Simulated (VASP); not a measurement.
## MgO: single point with PBE

MgO:

```xyz
4
Lattice="3.4864 0.0000 0.0000 -1.7432 3.1552 0.0000 0.0000 0.0000 4.1780" Properties=species:S:1:pos:R:3 pbc="T T T"
Mg    1.7432    1.0517    3.1335
Mg    0.0000    2.1034    1.0445
O     1.7432    1.0517    1.0445
O     0.0000    2.1034    3.1335
```

This cell differs from its parent crystal: strain +0.0450 x Voigt [0, 1, 0, 0, 0, 0].

| Quantity | Value |
| --- | --- |
| Program | VASP 6.6.1 |
| Task | single point |
| Functional | PBE |
| Potentials or basis | VASP PAW PBE potentials, release 64 (Mg, O) |
| Cutoff | 520 eV |
| k mesh | 6 × 6 × 6 |
| Occupations | gaussian, width 0.05 eV |
| Spin | no spin polarisation |
| Dipole correction | no |
| Further INCAR settings | ALGO = Normal; EDIFF = 1e-07; NBANDS = 16 |

```json
{
  "Pressure": "-1.3 GPa",
  "Largest force": "0.295 eV/Å",
  "Band gap on the k mesh": "3.24 eV"
}
```

Forces in eV/Å, atoms in the order of the input:
```
Mg   0.000 -0.240  0.000
Mg   0.000  0.240  0.000
O    0.000 -0.295  0.000
O    0.000  0.295  0.000
```

Stress tensor (GPa, compression positive):
```
 0.70  0.00  0.00
 0.00 -5.71  0.00
 0.00  0.00  1.07
```

Levels at points of the mesh, in eV from the valence-band top:
```
           k point  band 6  band 7  band 8  band 9  band 10  band 11
(0.00, 0.00, 0.00)   -0.74   -0.64    0.00    3.24     9.21    11.86
(0.50, 0.00, 0.00)   -1.78   -1.24   -0.43    6.81     8.69     9.95
(0.00, 0.50, 0.00)   -1.80   -1.15   -0.36    6.93     8.74     9.90
(0.00, 0.00, 0.50)   -1.23   -1.14   -1.14    6.28     6.28    12.19
(0.50, 0.00, 0.50)   -1.48   -0.72   -0.72    7.19     7.19    11.59
(0.00, 0.50, 0.50)   -1.33   -0.71   -0.71    7.26     7.26    11.43
```

Run time: 49 s on 1 thread of Intel Xeon 8259CL, with other jobs on the host, peak memory 0.18 GiB.

Caveat: the cell differs from its parent crystal (strain +0.0450 x Voigt [0, 1, 0, 0, 0, 0]).
